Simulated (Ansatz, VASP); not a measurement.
**One calculation of B3F2, two programs**

```
CELL_PARAMETERS angstrom
2.65270 0.00000 0.00000
-1.32635 2.29731 0.00000
0.00000 0.00000 17.81635
ATOMIC_POSITIONS crystal
B 0.00000 0.00000 0.25000
B 0.00000 0.00000 0.75000
B 0.33333 0.66667 0.02596
B 0.66667 0.33333 0.52596
B 0.33333 0.66667 0.47404
B 0.66667 0.33333 0.97404
F 0.33333 0.66667 0.10141
F 0.66667 0.33333 0.60141
F 0.33333 0.66667 0.39859
F 0.66667 0.33333 0.89859
```

Change from the starting cell: species swapped into the Sn3Pt2 type (P6_3/mmc, No. 194).

Alike in both runs: functional PBE; k mesh 6 × 6 × 2; occupations gaussian, width 0.1 eV; no spin polarisation.

Ansatz relaxed the structure, and its values are those at the end. VASP's run is a single point on that final structure, the one shown.

|  | VASP | Ansatz |
| --- | --- | --- |
| version | VASP 6.6.1 | Ansatz 0.2.0 |
| potentials or method | VASP PAW PBE potentials, release 64 (B, F), cutoff 520 eV | scalar-relativistic, plane waves, PAW |
| valence electrons in the cell | 46 | 46 |

```tsv
	VASP	Ansatz	Ansatz less VASP
gap on the k mesh at the Fermi level (eV)	none	none	-
pressure (GPa)	0.3	0.0	-0.36
rms of the force components (eV/Å)	0.126	0.018	-0.1081
```

A gap of «none» marks a metal or a gap that the smearing closes.

The k mesh is coarse, so the values compare programs but aren't converged.
